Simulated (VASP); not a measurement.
Input of a VASP 6.6.1 run:

File INCAR:

```
SYSTEM = HfBr
  PREC = Accurate
  ENCUT = 600
  EDIFF = 1E-7
  ISMEAR = 0
  SIGMA = 0.1
  LREAL = .FALSE.
  LASPH = .TRUE.
  NELM = 80
  ALGO = Normal
  ISIF = 3
  LWAVE = .FALSE.
  LCHARG = .FALSE.
  GGA = PE
  IBRION = 2
  NSW = 100
  EDIFFG = -0.01
```

KPOINTS

```
Automatic mesh
0
G
  16 16 16
  0 0 0
```

File POSCAR:

```
HfBr
1.0
    0.0000000000      3.0405826900      3.0405826900
    3.0405826900      0.0000000000      3.0405826900
    3.0405826900      3.0405826900      0.0000000000
Hf Br
1 1
Direct
    0.0000000000      0.0000000000      0.0000000000
    0.2500000000      0.2500000000      0.2500000000
```

Potentials or basis: VASP PAW PBE potentials, release 64 (Hf_pv, Br).

The run is started by

```sh
$ cat potpaw_PBE.64/Hf_pv/POTCAR potpaw_PBE.64/Br/POTCAR > POTCAR
$ mpirun -np 1 vasp_std > vasp.out
```

(1) Estimate the relaxed volume.

(2) Predict the band gap on the k mesh.

(3) Predict the space group after relaxing (to 0.1 Å).

Results:

(1) 27.47 Å³/atom.

(2) zero (an odd number of electrons rules out a gap without spin polarisation).

(3) F-43m (No. 216).

Caveat: spin-orbit coupling is left out, which moves the levels of the heavy elements; an odd number of electrons without spin polarisation forces a metal; a magnetic or distorted state may lie lower.
